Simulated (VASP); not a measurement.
Here is a VASP 6.6.1 calculation.

Contents of INCAR:

```
SYSTEM = Se
  PREC = Accurate
  ENCUT = 520
  EDIFF = 1E-6
  ISMEAR = 0
  SIGMA = 0.1
  LREAL = .False.
  LASPH = .True.
  NELM = 60
  ALGO = Normal
  ISIF = 2
  LWAVE = .False.
  LCHARG = .False.
  GGA = PE
  NBANDS = 9
```

File KPOINTS:

```
regular mesh
0
Gamma
  14 14 14
  0 0 0
```

File POSCAR:

```
Se
1.0
    2.7783258622     -0.0060989218      0.0140528151
   -0.0060989218      2.7730420037     -0.0034007813
    0.0140528151     -0.0034007813      2.7563191537
Se
1
Direct
    0.0000000000      0.0000000000      0.0000000000
```

Potentials or basis: VASP PAW PBE potentials, release 64 (Se).

Launch:

```bash
$ cat potpaw_PBE.64/Se/POTCAR > POTCAR
$ mpirun -np 1 vasp_std > vasp.out
```

**Question.** Estimate the pressure.

**Answer.** 5.4 GPa.

**Question.** Estimate the band gap on the k mesh.

**Answer.** Zero (band 3 reaches 8.48 eV, above the bottom of band 4 at 1.98 eV).

Stress tensor (GPa, compression positive):
```
 4.94  0.02 -0.02
 0.02  5.22  0.00
-0.02  0.00  5.94
```

Caveat: the cell differs from its parent crystal (the cell strained at random).
